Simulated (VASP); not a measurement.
The system is GeW3.

```
Ge W
1.0
     0.00000    3.24771    3.24771
     3.24771    0.00000    3.24771
     3.24771    3.24771    0.00000
Ge W
1 3
Direct
  0.50000 0.50000 0.50000
  0.25000 0.25000 0.25000
  0.00000 0.00000 0.00000
  0.75000 0.75000 0.75000
```

The cell was built from a structure type or drawn by symmetry, and may not be a known phase.

```yaml
Program: VASP 6.6.1
Task: relaxation of cell and atoms
Functional: PBE
Potentials_or_basis: VASP PAW PBE potentials, release 64 (Ge_d, W_sv)
Cutoff: 600 eV
k_mesh: 4 × 4 × 4
Occupations: gaussian, width 0.1 eV
Spin: no spin polarisation
```

At the start: pressure -17.0 GPa; volume 17.13 Å³/atom.

How do energy, volume and symmetry change on relaxing?

Over 4 steps the energy falls by 75.2 meV/atom and the volume is 15.83 Å³/atom (-7.6 %); space group Fm-3m (No. 225, to 0.1 Å) before and after.

The path:
| step | energy change (eV) | largest force (eV/Å) | pressure (GPa) | volume (Å³) |
| --- | --- | --- | --- | --- |
| 1 | 0.0000 | 0.0000 | -17.00 | 68.51 |
| 2 | 1.9331 | 0.0000 | 75.68 | 52.02 |
| 3 | -0.2990 | 0.0000 | -1.53 | 63.63 |
| 4 | -0.3007 | 0.0000 | -0.31 | 63.33 |

Final structure:
```
Ge W
1.0
     0.00000    3.16371    3.16371
     3.16371    0.00000    3.16371
     3.16371    3.16371    0.00000
Ge W
1 3
Direct
  0.50000 0.50000 0.50000
  0.25000 0.25000 0.25000
  0.00000 0.00000 0.00000
  0.75000 0.75000 0.75000
```

Caveat: the k points lie up to 0.43 Å⁻¹ apart in the final cell, too coarse for converged energies and pressures of a metal.
